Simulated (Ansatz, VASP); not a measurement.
# PbSe in VASP and in Ansatz

INCAR

```
PREC = Accurate
ENCUT = 520
EDIFF = 1E-6
ISMEAR = 0
SIGMA = 0.01
LREAL = False
LASPH = True
NELM = 80
ALGO = Normal
ISIF = 2
LWAVE = False
LCHARG = False
GGA = PE
NBANDS = 17
```

The input KPOINTS:

```
Automatic mesh
0
Gamma
  6 6 6
```

Contents of POSCAR:

```
PbSe
1.0
    0.0000000000      3.3783846813      3.3783846813
    3.3783846813      0.0000000000      3.3783846813
    3.3783846813      3.3783846813      0.0000000000
Pb Se
1 1
Direct
    0.0000000000      0.0000000000      0.0000000000
    0.2500000000      0.2500000000      0.2500000000
```

Input for Ansatz:

```yaml
crystal:
  lattice:
    - [0.0, 3.3783846813, 3.3783846813]
    - [3.3783846813, 0.0, 3.3783846813]
    - [3.3783846813, 3.3783846813, 0.0]
  atoms:
    - { symbol: Pb, position: [0.0, 0.0, 0.0] }
    - { symbol: Se, position: [0.25, 0.25, 0.25] }
kpoints:
  mp_grid: { grid: [6, 6, 6] }
hamiltonian:
  xc: pbe
scf:
  occupations: { method: fixed }
  n_extra_bands: 4
output:
  forces: true
  stress: true
  eigenvalues: true
```

Alike in both runs: task single point; functional PBE; k mesh 6 × 6 × 6; no spin polarisation.

|  | VASP | Ansatz |
| --- | --- | --- |
| version | VASP 6.6.1 | Ansatz 0.2.0 |
| potentials or method | VASP PAW PBE potentials, release 64 (Pb_d, Se) | plane waves, PAW |
| plane-wave cutoff (eV) | 520 | 420 |
| occupations | gaussian, width 0.01 eV | fixed |
| valence electrons in the cell | 20 | 30 |

```csv
,VASP,Ansatz,Ansatz less VASP
gap on the k mesh at the Fermi level (eV),0.66,0.66,-0.001
pressure (GPa),2.2,2.2,+0.01
```

VASP's potentials hold 20 valence electrons a cell and Ansatz's 30, so a difference there can come from the potentials and not from the codes.

Neither program's run includes spin-orbit coupling.
